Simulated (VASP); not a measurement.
# Cu16H2O in VASP: single point with PBE+D3(BJ)

Aim: the single point of Cu16H2O with PBE+D3(BJ).

All numbers are computed with VASP 6.6.1; they aren't measurements. Logs are shortened: lines on timing, memory, paths and dates and some standing lists are left out, and cuts for length are marked.

## Step 1: The cell of the first run

The cell holds a slab with vacuum, 19 atoms: a = 5.105 Å, b = 5.105 Å, c = 21.915 Å, α = 90.00°, β = 90.00°, γ = 90.00°.

## Step 2: Single point, PBE+D3(BJ)

File INCAR:

```
SYSTEM = Cu16H2O
ALGO = Normal
EDIFF = 1E-6
ENCUT = 520
GGA = PE
GGA_COMPAT = .FALSE.
ISIF = 2
ISMEAR = 1
IVDW = 12
LASPH = .TRUE.
LCHARG = .FALSE.
LREAL = .FALSE.
LWAVE = .FALSE.
NBANDS = 107
NELM = 120
NELMDL = -8
PREC = Accurate
SIGMA = 0.1
```

File KPOINTS:

```
k-points
0
G
  2 2 1
  0 0 0
```

File POSCAR:

```
Cu16H2O
1.0
    5.1053109602      0.0000000000      0.0000000000
    0.0000000000      5.1053109602      0.0000000000
    0.0000000000      0.0000000000     21.9150000000
Cu O H
16 1 2
Direct
    0.2500000000      0.2500000000      0.1140771200
    0.7500000000      0.2500000000      0.1140771200
    0.2500000000      0.7500000000      0.1140771200
    0.7500000000      0.7500000000      0.1140771200
    0.0000000000      0.0000000000      0.1964407900
    0.5000000000      0.0000000000      0.1964407900
    0.0000000000      0.5000000000      0.1964407900
    0.5000000000      0.5000000000      0.1964407900
    0.2516686400      0.2484306500      0.2776918400
    0.7480513700      0.2485138400      0.2776554000
    0.2516575900      0.7516022300      0.2776867800
    0.7480447100      0.7515330400      0.2776494800
   -0.0019366700      0.0000160500      0.3555527700
    0.5031523200     -0.0000374600      0.3608570400
    0.0006468400      0.5000460300      0.3567169200
    0.5002486300      0.5000631500      0.3560585400
    0.4136425200      0.0015707000      0.4638406600
    0.2961937700      0.1527733700      0.4623040400
    0.2945036300      0.8516965600      0.4626305800
```

Potentials or basis: VASP PAW PBE potentials, release 64 (Cu, O, H).

Launch:

```sh
cat potpaw_PBE.64/Cu/POTCAR potpaw_PBE.64/O/POTCAR potpaw_PBE.64/H/POTCAR > POTCAR
mpirun -np 1 vasp_std > vasp.out
```

OUTCAR:

```text
SYSTEM = Cu16H2O
   EDIFF = 1E-6
   ENCUT = 520
   GGA = PE
   ISIF = 2
   ISMEAR = 1
   IVDW = 12
   LASPH = .TRUE.
   LREAL = .FALSE.
   NELM = 120
   NELMDL = -8
   PREC = Accurate
 IVDW          = 12

 ion  position               nearest neighbor table
   1  0.250  0.250  0.114-   5 2.55   6 2.55   7 2.55   8 2.55   2 2.55   3 2.55   3 2.55   2 2.55

   2  0.750  0.250  0.114-   5 2.55   6 2.55   7 2.55   8 2.55   1 2.55   4 2.55   4 2.55   1 2.55

   3  0.250  0.750  0.114-   5 2.55   6 2.55   7 2.55   8 2.55   1 2.55   4 2.55   1 2.55   4 2.55
[... 21 lines left out ...]
  14  0.503  1.000  0.361-  17 2.30  13 2.53  12 2.55  10 2.55  16 2.55  16 2.56  11 2.56   9 2.57
                            13 2.58
  15  0.001  0.500  0.357-  11 2.51   9 2.51  12 2.51  10 2.51  16 2.55  13 2.55  13 2.55  16 2.55

  16  0.500  0.500  0.356-  12 2.49  10 2.49  11 2.49   9 2.49  15 2.55  14 2.55  15 2.55  14 2.56

  17  0.414  0.002  0.464-  19 0.98  18 0.98  14 2.30
  18  0.296  0.153  0.462-  17 0.98
  19  0.295  0.852  0.463-  17 0.98

  LATTYP: Found a simple tetragonal cell.
 ALAT       =     5.1053109602
 C/A-ratio  =     4.2925886730

  Lattice vectors:

 A1 = (   5.1053109602,   0.0000000000,   0.0000000000)
 A2 = (   0.0000000000,   5.1053109602,   0.0000000000)
 A3 = (   0.0000000000,   0.0000000000,  21.9150000000)

Analysis of symmetry for initial positions (statically):
=====================================================================
 Subroutine PRICEL returns:
 Original cell was already a primitive cell.

 Routine SETGRP: Setting up the symmetry group for a
 simple tetragonal supercell.

 Subroutine GETGRP returns: Found  1 space group operations
 (whereof  1 operations were pure point group operations)
 out of a pool of 16 trial point group operations.

The static configuration has the point symmetry C_1 .

Analysis of symmetry for dynamics (positions and initial velocities):
=====================================================================
 Subroutine PRICEL returns:
 Original cell was already a primitive cell.

 Routine SETGRP: Setting up the symmetry group for a
 simple tetragonal supercell.

 Subroutine GETGRP returns: Found  1 space group operations
 (whereof  1 operations were pure point group operations)
 out of a pool of 16 trial point group operations.

The dynamic configuration has the point symmetry C_1 .

 Subroutine INISYM returns: Found  1 space group operations
 (whereof  1 operations are pure point group operations),
 and found     1 'primitive' translations

----------------------------------------------------------------------------------------

                                     Primitive cell

  volume of cell :     571.1969

  direct lattice vectors                    reciprocal lattice vectors
     5.105310960  0.000000000  0.000000000     0.195874455  0.000000000  0.000000000
     0.000000000  5.105310960  0.000000000     0.000000000  0.195874455  0.000000000
     0.000000000  0.000000000 21.915000000     0.000000000  0.000000000  0.045630846

  length of vectors
     5.105310960  5.105310960 21.915000000     0.195874455  0.195874455  0.045630846

  position of ions in fractional coordinates (direct lattice)
     0.250000000  0.250000000  0.114077120
     0.750000000  0.250000000  0.114077120
     0.250000000  0.750000000  0.114077120
     0.750000000  0.750000000  0.114077120
     0.000000000  0.000000000  0.196440790
     0.500000000  0.000000000  0.196440790
[... 11 lines left out ...]
     0.296193770  0.152773370  0.462304040
     0.294503630  0.851696560  0.462630580

  ion indices of the primitive-cell ions
   primitive index   ion index
                 1           1
                 2           2
                 3           3
                 4           4
                 5           5
                 6           6
[... 11 lines left out ...]
                18          18
                19          19

----------------------------------------------------------------------------------------

 KPOINTS: k-points

Automatic generation of k-mesh.
 Grid dimensions read from file:
 generate k-points for:    2    2    1

 Generating k-lattice:

  Cartesian coordinates                     Fractional coordinates (reciprocal lattice)
     0.097937227  0.000000000  0.000000000     0.500000000  0.000000000  0.000000000
     0.000000000  0.097937227  0.000000000     0.000000000  0.500000000  0.000000000
     0.000000000  0.000000000  0.045630846     0.000000000  0.000000000  1.000000000

  Length of vectors
     0.097937227  0.097937227  0.045630846

  Shift w.r.t. Gamma in fractional coordinates (k-lattice)
     0.000000000  0.000000000  0.000000000

 Subroutine IBZKPT returns following result:
 ===========================================

 Found      4 irreducible k-points:

 Following reciprocal coordinates:
            Coordinates               Weight
  0.000000  0.000000  0.000000      1.000000
  0.500000  0.000000  0.000000      1.000000
  0.000000  0.500000  0.000000      1.000000
  0.500000  0.500000  0.000000      1.000000
   k-points           NKPTS =      4   k-points in BZ     NKDIM =      4   number of bands    NBANDS=    107
   number of dos      NEDOS =    301   number of ions     NIONS =     19
   total plane-waves  NPLWV = 268800
   dimension x,y,z NGX =    40 NGY =   40 NGZ =  168
   dimension x,y,z NGXF=    80 NGYF=   80 NGZF=  336
   ions per type =              16   1   2
   NGX,Y,Z   is equivalent  to a cutoff of  13.03, 13.03, 12.74 a.u.
   NGXF,Y,Z  is equivalent  to a cutoff of  26.05, 26.05, 25.49 a.u.
 SYSTEM =  Cu16H2O
   PREC   = accura    normal or accurate (medium, high low for compatibility)
   ISTART =      0    job   : 0-new  1-cont  2-samecut
   ICHARG =      2    charge: 1-file 2-atom 10-const
   ISPIN  =      1    spin polarized calculation?
   LNONCOLLINEAR =      F non collinear calculations
   LSORBIT =      F    spin-orbit coupling
   LASPH  =      T    aspherical Exc in radial PAW
   ENCUT  =  520.0 eV  38.22 Ry    6.18 a.u.   9.49  9.49 40.75*2*pi/ulx,y,z
   NELM   =    120;   NELMIN=  2; NELMDL= -8     # of ELM steps
   EDIFF  = 0.1E-05   stopping-criterion for ELM
   LREAL  =      F    real-space projection
   EDIFFG = 0.1E-04   stopping-criterion for IOM
   NSW    =      0    number of steps for IOM
   IBRION =     -1    ionic relax: 0-MD 1-quasi-New 2-CG
   NFREE  =      0    steps in history (QN), initial steepest desc. (CG)
   ISIF   =      2    stress and relaxation
   ISYM   =      2    0-nonsym 1-usesym 2-fastsym
   POTIM  = 0.5000    time-step for ionic-motion
   TEBEG  =    0.0;   TEEND  =   0.0 temperature during run
   PSTRESS=    0.0 pullay stress
   NELECT =     184.0000    total number of electrons
   NUPDOWN=      -1.0000    fix difference up-down
   EMIN   =  10.00;   EMAX   =-10.00  energy-range for DOS
   EFERMI =   0.00;   METHOD = LEGACY
   ISMEAR =     1;   SIGMA  =   0.10  broadening in eV -4-tet -1-fermi 0-gaus
   EFERMI_NEDOS =   21; number of points for ismear=-14 and -15
   IALGO  =     38    algorithm
   IMIX   =      4    mixing-type and parameters
     AMIX     =   0.40;   BMIX     =  1.00
     AMIX_MAG =   1.60;   BMIX_MAG =  1.00
  volume/ion in A,a.u.               =      30.06       202.88
  Fermi-wavevector in a.u.,A,eV,Ry     =   1.122239  2.120725 17.135464  1.259421
  Thomas-Fermi vector in A             =   2.258898
   LORBIT       =      0    0 simple, 1 ext, 2 COOP (PROOUT), +10 PAW based schemes
   GGA     = PE    functional components
   LHFCALC =     F    Hartree Fock is set to
   AEXX    =    0.0000 exact exchange contribution
   IVDW    =    12    specifies the selected vdW correction
   LEPSILON=     F    determine dielectric tensor
   LRPA    =     F    only Hartree local field effects (RPA)
 non-spin polarized calculation
 Methfessel and Paxton  Order N= 1 SIGMA  =   0.10
  energy-cutoff  :      520.00
  volume of cell :      571.20
 maximum number of plane-waves:     15437
 NGX is ok and might be reduce to    40
   NGX = 19   NGY = 19   NGZ = 81

 number of electron     183.9999770 magnetization

 Free energy of the ion-electron system (eV)
  ---------------------------------------------------
  ext. energy  EPLUGINS =         0.00000000
  ---------------------------------------------------
  free energy    TOTEN  =       -68.56119687 eV

  energy without entropy =      -68.56846947  energy(sigma->0) =      -68.56362107

 E-fermi :  -0.1185     XC(G=0):  -5.4455

 val. band max:       -0.1992847550   @ k =   0.0000   0.0000   0.0000
 cond. band min:       0.0776639400   @ k =   0.5000   0.5000   0.0000
 fundamental gap:      0.2769486950
 Fermi energy:        -0.1185039795

 k-point     1 :       0.0000    0.0000    0.0000
  band No.  band energies     occupation
      1     -22.1999      2.00000
      2      -9.8269      2.00000
      3      -9.0905      2.00000
      4      -7.3374      2.00000
      5      -6.3976      2.00000
      6      -5.4993      2.00000
[... 96 lines left out ...]
    103       3.3158      0.00000
    104       3.6370      0.00000

 k-point     2 :       0.5000    0.0000    0.0000
  band No.  band energies     occupation
      1     -22.1987      2.00000
      2      -9.8237      2.00000
      3      -7.6778      2.00000
      4      -7.6683      2.00000
      5      -6.5150      2.00000
      6      -6.1591      2.00000
[... 96 lines left out ...]
    103       4.1378      0.00000
    104       4.2303      0.00000

 k-point     3 :       0.0000    0.5000    0.0000
  band No.  band energies     occupation
      1     -22.1979      2.00000
      2      -9.8775      2.00000
      3      -7.6759      2.00000
      4      -7.6627      2.00000
      5      -6.3929      2.00000
      6      -6.1522      2.00000
[... 96 lines left out ...]
    103       4.0555      0.00000
    104       4.2455      0.00000

 k-point     4 :       0.5000    0.5000    0.0000
  band No.  band energies     occupation
      1     -22.1970      2.00000
      2      -9.8712      2.00000
      3      -6.5452      2.00000
      4      -6.4241      2.00000
      5      -6.4228      2.00000
      6      -6.3951      2.00000
[... 96 lines left out ...]
    103       4.8228      0.00000
    104       5.2211      0.00000
 [bands above 104 left out]

------------------------ aborting loop because EDIFF is reached ----------------------------------------

 Edisp (eV)   -6.78585

 E8    (eV) :    -3.0024

  FORCE on cell =-STRESS in cart. coord.  units (eV):
  Direction    XX          YY          ZZ          XY          YZ          ZX
  --------------------------------------------------------------------------------------
  -------------------------------------------------------------------------------------
  Total     -10.11555    -9.94052    -1.84881     0.00395    -0.00704     0.01205
  in kB     -28.37359   -27.88264    -5.18582     0.01109    -0.01976     0.03379
  external pressure =      -20.48 kB  Pullay stress =        0.00 kB

 VOLUME and BASIS-vectors are now :
 -----------------------------------------------------------------------------
  energy-cutoff  :      520.00
  volume of cell :      571.20
      direct lattice vectors                 reciprocal lattice vectors
     5.105310960  0.000000000  0.000000000     0.195874455  0.000000000  0.000000000
     0.000000000  5.105310960  0.000000000     0.000000000  0.195874455  0.000000000
     0.000000000  0.000000000 21.915000000     0.000000000  0.000000000  0.045630846

 POSITION                                       TOTAL-FORCE (eV/Angst)
 -----------------------------------------------------------------------------------
      1.27633      1.27633      2.50000         0.020944     -0.022947      0.267203
      3.82898      1.27633      2.50000        -0.021064     -0.025255      0.263476
      1.27633      3.82898      2.50000         0.020984      0.022993      0.267198
      3.82898      3.82898      2.50000        -0.021105      0.025299      0.263482
      0.00000      0.00000      4.30500         0.007007      0.000431     -0.296416
      2.55266      0.00000      4.30500        -0.009534      0.000572     -0.361944
[... 11 lines left out ...]
      1.51216      0.77996     10.13139        -0.043295      0.120458      0.008100
      1.50353      4.34818     10.13855        -0.048560     -0.125786      0.009006
 -----------------------------------------------------------------------------------
    total drift:                                0.000717     -0.000229      0.003426

  FREE ENERGIE OF THE ION-ELECTRON SYSTEM (eV)
  ---------------------------------------------------
  free  energy   TOTEN  =       -75.3470486417 eV

  energy  without entropy=      -75.3543212383  energy(sigma->0) =      -75.34947284
```

Wall time 19 min (1 thread of Oxide Virtual Turin-like, shared host); peak memory 0.64 GiB.

What came out:

```
Free energy                : -75.3470 eV
Largest force              : 0.362 eV/Å
Band gap on the k mesh     : zero (bands 92 and 93 overlap by 0.76 eV)
Dispersion energy per atom : -0.357 eV
```

Forces in eV/Å, atoms in the order of the input:
```
Cu   0.021 -0.023  0.267
Cu  -0.021 -0.025  0.263
Cu   0.021  0.023  0.267
Cu  -0.021  0.025  0.263
Cu   0.007  0.000 -0.296
Cu  -0.010  0.001 -0.362
Cu  -0.009  0.000 -0.232
Cu   0.005  0.000 -0.303
Cu   0.015 -0.015  0.034
Cu  -0.012 -0.006  0.032
Cu   0.015  0.015  0.034
Cu  -0.012  0.005  0.033
Cu  -0.016  0.000  0.038
Cu   0.029  0.000 -0.102
Cu   0.002  0.000  0.007
Cu  -0.011  0.000  0.033
O    0.089  0.004  0.006
H   -0.043  0.120  0.008
H   -0.049 -0.126  0.009
```

Caveat: the k points lie up to 0.62 Å⁻¹ apart, too coarse for converged energies and pressures of a metal; there is no dipole correction, which matters where the two faces differ. With open d or f shells a metallic result of PBE can be an artefact of self-interaction; +U or a hybrid may open a gap.

The gap in the log of VASP goes by the Fermi energy; the results here count the filled bands.